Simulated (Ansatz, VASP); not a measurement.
Co: VASP beside Ansatz

```
Co
1.0
     2.49371    0.00000    0.00000
    -1.24686    2.15962    0.00000
     0.00000    0.00000    4.03009
Co
2
Cartesian
  0.0000 1.4397 1.0075
  1.2469 0.7199 3.0226
```

Alike in both runs: functional PBE; k mesh 20 × 20 × 12; occupations gaussian, width 0.05 eV; collinear spin.

Ansatz relaxed the structure, and its values are those at the end. VASP's run is a single point on that final structure, the one shown.

|  | VASP | Ansatz |
| --- | --- | --- |
| version | VASP 6.6.1 | Ansatz 0.2.0 |
| potentials or method | VASP PAW PBE potentials, release 64 (Co), cutoff 520 eV | scalar-relativistic, plane waves, PAW |
| valence electrons in the cell | 18 | 34 |

|  | VASP | Ansatz | Ansatz less VASP |
| --- | --- | --- | --- |
| gap on the k mesh at the Fermi level (eV) | none | none | - |
| pressure (GPa) | -0.7 | 0.0 | +0.72 |
| net moment per atom (μB) | 1.60 | 1.60 | +0.007 |
| size of the moment on the site where the two differ most (μB) | 1.62 | 1.68 | +0.063 |

Site moments also hang on the region over which each program counts them. A gap of «none» marks a metal or a gap that the smearing closes. VASP's potentials hold 18 valence electrons a cell and Ansatz's 34, so a difference there can come from the potentials and not from the codes.
